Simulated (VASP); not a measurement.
# Pt (Fm-3m) in VASP: further runs

Pt is run at these levels: RPBE, revPBE; tasks: single point.

Program: VASP 6.6.1. These are calculated values, not measurements. Logs are shortened: lines on timing, memory, paths and dates and some standing lists are left out, and cuts for length are marked.

### 1 The cell of the first run

The structure is cubic, space group Fm-3m (No. 225). Conventional cell: a = 3.922 Å, b = 3.922 Å, c = 3.922 Å, α = 90.00°, β = 90.00°, γ = 90.00°. Pt (site symmetry m-3m) has 12 Pt at 2.77 Å within 3.7 Å.

### 2 Single point, RPBE

INCAR

```
SYSTEM = Pt
PREC = Accurate
ENCUT = 520
EDIFF = 1E-6
ISMEAR = 1
SIGMA = 0.1
LREAL = .False.
LASPH = .True.
NELM = 80
ALGO = Normal
ISIF = 2
LWAVE = .False.
LCHARG = .True.
GGA = RP
LELF = .True.
LVHAR = .True.
NBANDS = 11
```

KPOINTS

```
Automatic mesh
0
Gamma
  12 12 12
  0 0 0
```

POSCAR

```
Pt
1.0
    0.0000000000      1.9609000000      1.9609000000
    1.9609000000      0.0000000000      1.9609000000
    1.9609000000      1.9609000000      0.0000000000
Pt
1
Direct
    0.0000000000      0.0000000000      0.0000000000
```

Potentials or basis: VASP PAW PBE potentials, release 64 (Pt).

On the command line:

```sh
cat potpaw_PBE.64/Pt/POTCAR > POTCAR
mpirun -np 1 vasp_std > vasp.out
```

OUTCAR:

```text
SYSTEM = Pt
   PREC = Accurate
   ENCUT = 520
   EDIFF = 1E-6
   ISMEAR = 1
   LREAL = .False.
   LASPH = .True.
   NELM = 80
   ISIF = 2
   GGA = RP

 ion  position               nearest neighbor table
   1  0.000  0.000  0.000-

  LATTYP: Found a face centered cubic cell.
 ALAT       =     3.9218000000

  Lattice vectors:

 A1 = (   0.0000000000,   1.9609000000,   1.9609000000)
 A2 = (   1.9609000000,   0.0000000000,   1.9609000000)
 A3 = (   1.9609000000,   1.9609000000,   0.0000000000)

Analysis of symmetry for initial positions (statically):
=====================================================================
 Subroutine PRICEL returns:
 Original cell was already a primitive cell.

 Routine SETGRP: Setting up the symmetry group for a
 face centered cubic supercell.

 Subroutine GETGRP returns: Found 48 space group operations
 (whereof 48 operations were pure point group operations)
 out of a pool of 48 trial point group operations.

The static configuration has the point symmetry O_h .

Analysis of symmetry for dynamics (positions and initial velocities):
=====================================================================
 Subroutine PRICEL returns:
 Original cell was already a primitive cell.

 Routine SETGRP: Setting up the symmetry group for a
 face centered cubic supercell.

 Subroutine GETGRP returns: Found 48 space group operations
 (whereof 48 operations were pure point group operations)
 out of a pool of 48 trial point group operations.

The dynamic configuration has the point symmetry O_h .

 Subroutine INISYM returns: Found 48 space group operations
 (whereof 48 operations are pure point group operations),
 and found     1 'primitive' translations

----------------------------------------------------------------------------------------

                                     Primitive cell

  volume of cell :      15.0798

  direct lattice vectors                    reciprocal lattice vectors
     0.000000000  1.960900000  1.960900000    -0.254984956  0.254984956  0.254984956
     1.960900000  0.000000000  1.960900000     0.254984956 -0.254984956  0.254984956
     1.960900000  1.960900000  0.000000000     0.254984956  0.254984956 -0.254984956

  length of vectors
     2.773131374  2.773131374  2.773131374     0.441646899  0.441646899  0.441646899

  position of ions in fractional coordinates (direct lattice)
     0.000000000  0.000000000  0.000000000

  ion indices of the primitive-cell ions
   primitive index   ion index
                 1           1

----------------------------------------------------------------------------------------

 KPOINTS: Automatic mesh

Automatic generation of k-mesh.
 Grid dimensions read from file:
 generate k-points for:   12   12   12

 Generating k-lattice:

  Cartesian coordinates                     Fractional coordinates (reciprocal lattice)
    -0.021248746  0.021248746  0.021248746     0.083333333  0.000000000  0.000000000
     0.021248746 -0.021248746  0.021248746     0.000000000  0.083333333  0.000000000
     0.021248746  0.021248746 -0.021248746     0.000000000  0.000000000  0.083333333

  Length of vectors
     0.036803908  0.036803908  0.036803908

  Shift w.r.t. Gamma in fractional coordinates (k-lattice)
     0.000000000  0.000000000  0.000000000

 Subroutine IBZKPT returns following result:
 ===========================================

 Found     72 irreducible k-points:

 Following reciprocal coordinates:
            Coordinates               Weight
  0.000000  0.000000  0.000000      1.000000
  0.083333  0.000000  0.000000      8.000000
  0.166667  0.000000  0.000000      8.000000
  0.250000  0.000000  0.000000      8.000000
  0.333333  0.000000  0.000000      8.000000
  0.416667  0.000000  0.000000      8.000000
[... 16 lines left out ...]
  0.500000  0.166667  0.000000     24.000000
 -0.416667  0.166667  0.000000     24.000000
 [... further k-points ...]
   k-points           NKPTS =     72   k-points in BZ     NKDIM =     72   number of bands    NBANDS=     11
   number of dos      NEDOS =    301   number of ions     NIONS =      1
   total plane-waves  NPLWV =  13824
   dimension x,y,z NGX =    24 NGY =   24 NGZ =   24
   dimension x,y,z NGXF=    48 NGYF=   48 NGZF=   48
   ions per type =               1
   NGX,Y,Z   is equivalent  to a cutoff of  14.39, 14.39, 14.39 a.u.
   NGXF,Y,Z  is equivalent  to a cutoff of  28.78, 28.78, 28.78 a.u.
 SYSTEM =  Pt
   PREC   = accura    normal or accurate (medium, high low for compatibility)
   ISTART =      0    job   : 0-new  1-cont  2-samecut
   ICHARG =      2    charge: 1-file 2-atom 10-const
   ISPIN  =      1    spin polarized calculation?
   LNONCOLLINEAR =      F non collinear calculations
   LSORBIT =      F    spin-orbit coupling
   LASPH  =      T    aspherical Exc in radial PAW
   ENCUT  =  520.0 eV  38.22 Ry    6.18 a.u.   5.16  5.16  5.16*2*pi/ulx,y,z
   NELM   =     80;   NELMIN=  2; NELMDL= -5     # of ELM steps
   EDIFF  = 0.1E-05   stopping-criterion for ELM
   LREAL  =      F    real-space projection
   EDIFFG = 0.1E-04   stopping-criterion for IOM
   NSW    =      0    number of steps for IOM
   IBRION =     -1    ionic relax: 0-MD 1-quasi-New 2-CG
   NFREE  =      0    steps in history (QN), initial steepest desc. (CG)
   ISIF   =      2    stress and relaxation
   ISYM   =      2    0-nonsym 1-usesym 2-fastsym
   POTIM  = 0.5000    time-step for ionic-motion
   TEBEG  =    0.0;   TEEND  =   0.0 temperature during run
   PSTRESS=    0.0 pullay stress
   NELECT =      10.0000    total number of electrons
   NUPDOWN=      -1.0000    fix difference up-down
   EMIN   =  10.00;   EMAX   =-10.00  energy-range for DOS
   EFERMI =   0.00;   METHOD = LEGACY
   ISMEAR =     1;   SIGMA  =   0.10  broadening in eV -4-tet -1-fermi 0-gaus
   EFERMI_NEDOS =   21; number of points for ismear=-14 and -15
   IALGO  =     38    algorithm
   IMIX   =      4    mixing-type and parameters
     AMIX     =   0.40;   BMIX     =  1.00
     AMIX_MAG =   1.60;   BMIX_MAG =  1.00
  volume/ion in A,a.u.               =      15.08       101.76
  Fermi-wavevector in a.u.,A,eV,Ry     =   1.427609  2.697791 27.729605  2.038068
  Thomas-Fermi vector in A             =   2.547760
   LORBIT       =      0    0 simple, 1 ext, 2 COOP (PROOUT), +10 PAW based schemes
   GGA     = RP    functional components
   LHFCALC =     F    Hartree Fock is set to
   AEXX    =    0.0000 exact exchange contribution
   IVDW    =     0    specifies the selected vdW correction
   LEPSILON=     F    determine dielectric tensor
   LRPA    =     F    only Hartree local field effects (RPA)
 non-spin polarized calculation
 Methfessel and Paxton  Order N= 1 SIGMA  =   0.10
  energy-cutoff  :      520.00
  volume of cell :       15.08
 maximum number of plane-waves:       419
 NGX is ok and might be reduce to    24
   NGX = 11   NGY = 11   NGZ = 11

 number of electron      10.0000000 magnetization

 Free energy of the ion-electron system (eV)
  ---------------------------------------------------
  ext. energy  EPLUGINS =         0.00000000
  ---------------------------------------------------
  free energy    TOTEN  =        -5.42763444 eV

  energy without entropy =       -5.42543432  energy(sigma->0) =       -5.42690107

 E-fermi :  11.3695     XC(G=0): -13.4338

 val. band max:       11.3680893000   @ k =  -0.4167   0.3333   0.0833
 cond. band min:      11.3720882935   @ k =  -0.4167   0.4167   0.1667
 fundamental gap:      0.0039989935
 Fermi energy:        11.3695468951

 k-point     1 :       0.0000    0.0000    0.0000
  band No.  band energies     occupation
      1       1.1632      2.00000
      2       7.5759      2.00000
      3       7.5759      2.00000
      4       7.5759      2.00000
      5       9.7224      2.00000
      6       9.7224      2.00000
      7      25.9625      0.00000
      8      30.9521      0.00000
      9      30.9521      0.00000
     10      30.9521      0.00000
     11      36.2832      0.00000

 k-point     2 :       0.0833    0.0000    0.0000
  band No.  band energies     occupation
      1       1.4409      2.00000
      2       7.4551      2.00000
      3       7.6835      2.00000
      4       7.6835      2.00000
      5       9.6645      2.00000
      6       9.6645      2.00000
      7      26.3891      0.00000
      8      29.6261      0.00000
      9      31.3799      0.00000
     10      31.3799      0.00000
     11      37.6604      0.00000

 k-point     3 :       0.1667    0.0000    0.0000
  band No.  band energies     occupation
      1       2.2107      2.00000
      2       7.2142      2.00000
      3       7.9022      2.00000
      4       7.9022      2.00000
      5       9.6180      2.00000
      6       9.6180      2.00000
      7      27.2547      0.00000
      8      27.3953      0.00000
      9      32.5712      0.00000
     10      32.5712      0.00000
     11      36.3163      0.00000

 k-point     4 :       0.2500    0.0000    0.0000
  band No.  band energies     occupation
      1       3.2082      2.00000
      2       7.2269      2.00000
      3       7.9464      2.00000
      4       7.9464      2.00000
      5       9.9009      2.00000
      6       9.9009      2.00000
      7      24.6697      0.00000
      8      27.7087      0.00000
      9      34.0176      0.00000
     10      34.0176      0.00000
     11      34.8784      0.00000

 k-point     5 :       0.3333    0.0000    0.0000
  band No.  band energies     occupation
      1       3.8772      2.00000
      2       7.7683      2.00000
      3       7.7683      2.00000
      4       8.0880      2.00000
      5      10.5286      2.00000
      6      10.5286      2.00000
      7      21.6981      0.00000
      8      26.7461      0.00000
      9      32.7554      0.00000
     10      32.7554      0.00000
     11      36.4041      0.00000
[... 211 lines left out ...]
 k-point    21 :       0.3333    0.1667    0.0000
  band No.  band energies     occupation
      1       4.2850      2.00000
      2       6.3874      2.00000
      3       7.6754      2.00000
      4       8.6539      2.00000
      5      10.2981      2.00000
      6      10.8322      2.00000
      7      24.2204      0.00000
      8      28.4037      0.00000
      9      29.3217      0.00000
     10      31.2821      0.00000
     11      35.7420      0.00000

 k-point    22 :       0.4167    0.1667    0.0000
  band No.  band energies     occupation
      1       4.7202      2.00000
      2       6.9082      2.00000
      3       7.4452      2.00000
      4       8.4704      2.00000
      5      11.3297      1.61909
      6      11.8985     -0.00000
      7      20.8308      0.00000
      8      27.2976      0.00000
      9      28.7243      0.00000
     10      30.5733      0.00000
     11      37.9773      0.00000

 k-point    23 :       0.5000    0.1667    0.0000
  band No.  band energies     occupation
      1       4.8022      2.00000
      2       6.9171      2.00000
      3       8.1725      2.00000
      4       8.2792      2.00000
      5      11.4577     -0.01629
      6      13.8369      0.00000
      7      17.8467      0.00000
      8      26.5408      0.00000
      9      28.7987      0.00000
     10      29.1991      0.00000
     11      38.6677      0.00000

 k-point    24 :      -0.4167    0.1667    0.0000
  band No.  band energies     occupation
      1       4.8605      2.00000
      2       6.9310      2.00000
      3       8.1894      2.00000
      4       8.4857      2.00000
      5      11.0607      2.00011
      6      14.3973      0.00000
      7      17.4126      0.00000
      8      26.1644      0.00000
      9      28.2714      0.00000
     10      29.9221      0.00000
     11      38.2165      0.00000

 [... further k-points ...]

------------------------ aborting loop because EDIFF is reached ----------------------------------------

  FORCE on cell =-STRESS in cart. coord.  units (eV):
  Direction    XX          YY          ZZ          XY          YZ          ZX
  --------------------------------------------------------------------------------------
  -------------------------------------------------------------------------------------
  Total        1.3084906      1.3084906      1.3084906      0.0000000      0.0000000      0.0000000
  in kB      139.0224190    139.0224190    139.0224190      0.0000000      0.0000000      0.0000000
  external PRESSURE =     139.0224190 kB  Pullay stress =       0.0000000 kB

 VOLUME and BASIS-vectors are now :
 -----------------------------------------------------------------------------
  energy-cutoff  :      520.00
  volume of cell :       15.08
      direct lattice vectors                 reciprocal lattice vectors
     0.000000000  1.960900000  1.960900000    -0.254984956  0.254984956  0.254984956
     1.960900000  0.000000000  1.960900000     0.254984956 -0.254984956  0.254984956
     1.960900000  1.960900000  0.000000000     0.254984956  0.254984956 -0.254984956

 POSITION                                       TOTAL-FORCE (eV/Angst)
 -----------------------------------------------------------------------------------
      0.00000      0.00000      0.00000         0.000000      0.000000      0.000000
 -----------------------------------------------------------------------------------
    total drift:                                0.000000     -0.000000     -0.000000

  FREE ENERGIE OF THE ION-ELECTRON SYSTEM (eV)
  ---------------------------------------------------
  free  energy   TOTEN  =        -5.4276344418 eV

  energy  without entropy=       -5.4254343189  energy(sigma->0) =       -5.42690107
```

It took 5.7 s on 1 thread of Intel Xeon 6975P-C, shared host; peak memory 0.14 GiB.

What came out:

```yaml
Free_energy: -5.4276 eV
Pressure: 13.9 GPa
Band_gap_on_the_k_mesh: zero (band 5 reaches 11.85 eV, above the bottom of band 6 at 9.62 eV)
```

Levels at points of the mesh, in eV from the Fermi level:
| k point | band 3 | band 4 | band 5 | band 6 | band 7 | band 8 |
| --- | --- | --- | --- | --- | --- | --- |
| (0.00, 0.00, 0.00) | -3.79 | -3.79 | -1.65 | -1.65 | 14.59 | 19.58 |
| (0.50, 0.00, 0.00) | -3.86 | -0.47 | 0.03 | 0.03 | 5.86 | 14.17 |
| (0.50, 0.50, 0.00) | -0.01 | 0.48 | 0.48 | 1.78 | 8.90 | 11.40 |

Caveat: the PAW data sets were made with another functional, which shifts forces and pressure a little; spin-orbit coupling is left out, which moves the levels of the heavy elements.

[end of part 1 of 2]
